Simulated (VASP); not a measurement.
CoSn, 6 atoms in the cell. It takes space group P6/mmm (No. 191, hexagonal). Conventional cell: a = 5.296 Å, b = 5.296 Å, c = 4.230 Å, α = 90.00°, β = 90.00°, γ = 120.00°. Co (site symmetry mmm) has 6 Sn at 2.61 to 2.65 Å and 4 Co at 2.65 Å within 3.4 Å. Sn (site symmetry -6m2) has 6 Co at 2.61 Å and 3 Sn at 3.06 Å within 3.4 Å. Within 3.5 Å of Sn (site symmetry 6/mmm) lie 6 Co at 2.65 Å. 

```yaml
Program: VASP 6.6.1
Task: single point
Functional: PBE
Potentials_or_basis: VASP PAW PBE potentials, release 64 (Co, Sn_d)
Cutoff: 520 eV
k_mesh: 9 × 9 × 8
Occupations: gaussian, width 0.1 eV
Spin: no spin polarisation
Dipole_correction: no
Further_INCAR_settings: ALGO = Fast; EDIFF = 1e-06; NBANDS = 44
```

Potentials or basis: VASP PAW PBE potentials, release 64 (Co, Sn_d).

Run with:

```sh
$ cat potpaw_PBE.64/Co/POTCAR potpaw_PBE.64/Sn_d/POTCAR > POTCAR
$ mpirun -np 1 vasp_std > vasp.out
```

Hardware: 1 thread of Intel Xeon 8259CL (shared host).

Problem. Estimate the wall time of this run.

Solution. Wall time 9.4 min on 1 thread of Intel Xeon 8259CL, on a shared host, peak memory 0.36 GiB. Counts: scf iterations 16, k points 60.
